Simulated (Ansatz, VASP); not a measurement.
**Nb: VASP beside Ansatz**

```xyz
1
Lattice="-1.6140 1.6140 1.6889 1.6140 -1.6140 1.6889 1.6140 1.6140 -1.6889" Properties=species:S:1:pos:R:3 pbc="T T T"
Nb    0.0000    0.0000    0.0000
```

Change from the starting cell: strain -0.030 along x and y, +0.015 along z, atoms carried along.

Alike in both runs: task single point; functional PBE; k mesh 20 × 20 × 20; occupations gaussian, width 0.15 eV; no spin polarisation.

|  | VASP | Ansatz |
| --- | --- | --- |
| version | VASP 6.6.1 | Ansatz 0.2.0 |
| potentials or method | VASP PAW PBE potentials, release 64 (Nb_sv), cutoff 520 eV | scalar-relativistic, plane waves, PAW |
| valence electrons in the cell | 13 | 13 |

Ansatz gave:

```
gap on the k mesh at the Fermi level (eV)                     : none
pressure (GPa)                                                : 5.5
traceless stress, the component that is largest in VASP (GPa) : -3.91
```

Problem. Estimate VASP's values.

Solution. gap on the k mesh at the Fermi level (eV): none; pressure (GPa): 5.2; traceless stress, the component that is largest in VASP (GPa): -3.90.

A gap of «none» marks a metal or a gap that the smearing closes.
